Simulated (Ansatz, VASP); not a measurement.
Two plane-wave programs on Li2O

```
CELL_PARAMETERS angstrom
0.00000 2.26624 2.26624
2.26624 0.00000 2.26624
2.26624 2.26624 0.00000
ATOMIC_POSITIONS crystal
Li 0.25000 0.25000 0.25000
Li 0.75000 0.75000 0.75000
O 0.00000 0.00000 0.00000
```

Alike in both runs: task single point; functional PBE; k mesh 8 × 8 × 8; occupations gaussian, width 0.02 eV; no spin polarisation.

```csv
,VASP,Ansatz
version,VASP 6.6.1,Ansatz 0.2.0
potentials or method,"VASP PAW PBE potentials, release 64 (Li_sv, O), cutoff 750 eV","scalar-relativistic, plane waves, PAW"
valence electrons in the cell,12,12
```

|  | VASP | Ansatz | Ansatz less VASP |
| --- | --- | --- | --- |
| gap on the k mesh at the Fermi level (eV) | 5.09 | 5.10 | +0.014 |
| least direct gap on the mesh (eV) | 5.70 | 5.70 | -0.003 |
| pressure (GPa) | 5.2 | 5.5 | +0.24 |

The functional is the same, so the differences come from potentials, cutoffs and numerics.
